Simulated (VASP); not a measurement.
**C: single point with r2SCAN**

C:

```
C
1.0
     1.22803    0.70900    3.17966
    -1.22803    0.70900    3.17966
     0.00000   -1.41800    3.17966
C
2
Direct
  0.16400 0.16400 0.16400
  0.83600 0.83600 0.83600
```

This cell differs from its parent crystal: strain +0.000 along x and y, -0.050 along z.

```json
{"Program": "VASP 6.6.1", "Task": "single point", "Functional": "r2SCAN", "Potentials or basis": "VASP PAW PBE potentials, release 64 (C)", "Cutoff": "520 eV", "k mesh": "12 × 12 × 12", "Occupations": "gaussian, width 0.05 eV", "Spin": "no spin polarisation", "Dipole correction": "no", "Further INCAR settings": "ALGO = Normal; EDIFF = 1e-06; NBANDS = 11"}
```

* Pressure: 1.7 GPa
* Largest force: 0.835 eV/Å

Forces in eV/Å, atoms in the order of the input:
```
C    0.000  0.000  0.835
C    0.000  0.000 -0.835
```

Stress tensor (GPa, compression positive):
```
0.64 0.00 0.00
0.00 0.64 0.00
0.00 0.00 3.76
```

Run time: 84 s on 1 thread of Intel(R) Xeon(R) 6975P-C (Granite Rapids), with other jobs on the host, peak memory 0.17 GiB.

Caveat: the cell differs from its parent crystal (strain +0.000 along x and y, -0.050 along z); the PAW data sets were made with another functional, which shifts forces and pressure a little.
